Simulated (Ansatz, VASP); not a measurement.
One calculation of LaB6, two programs

```
CELL_PARAMETERS angstrom
4.15700 0.00000 0.00000
0.00000 4.15700 0.00000
0.00000 0.00000 4.15700
ATOMIC_POSITIONS crystal
La 0.00000 0.00000 0.00000
B 0.19750 0.50000 0.50000
B 0.50000 0.19750 0.50000
B 0.80250 0.50000 0.50000
B 0.50000 0.80250 0.50000
B 0.50000 0.50000 0.19750
B 0.50000 0.50000 0.80250
```

Alike in both runs: task relaxation of cell and atoms; functional PBE; k mesh 8 × 8 × 8; occupations fermi-dirac, width 0.1 eV; no spin polarisation.

```csv
,VASP,Ansatz
version,VASP 6.6.1,Ansatz 0.2.0
potentials or method,"VASP PAW PBE potentials, release 64 (La, B), cutoff 600 eV",PAW plane waves
valence electrons in the cell,29,29
```

Ansatz gave:

```
gap on the k mesh at the Fermi level, each at its own relaxed structure (eV)  : none
relaxed volume (Å³/atom)                                                      : 10.25
relaxed length of the cell vector where the two differ most in proportion (Å) : 4.155
```

Task: Estimate VASP's values.

Result: gap on the k mesh at the Fermi level, each at its own relaxed structure (eV): none; relaxed volume (Å³/atom): 10.24; relaxed length of the cell vector where the two differ most in proportion (Å): 4.154.

A gap of «none» marks a metal or a gap that the smearing closes.

Neither program's run includes spin-orbit coupling.
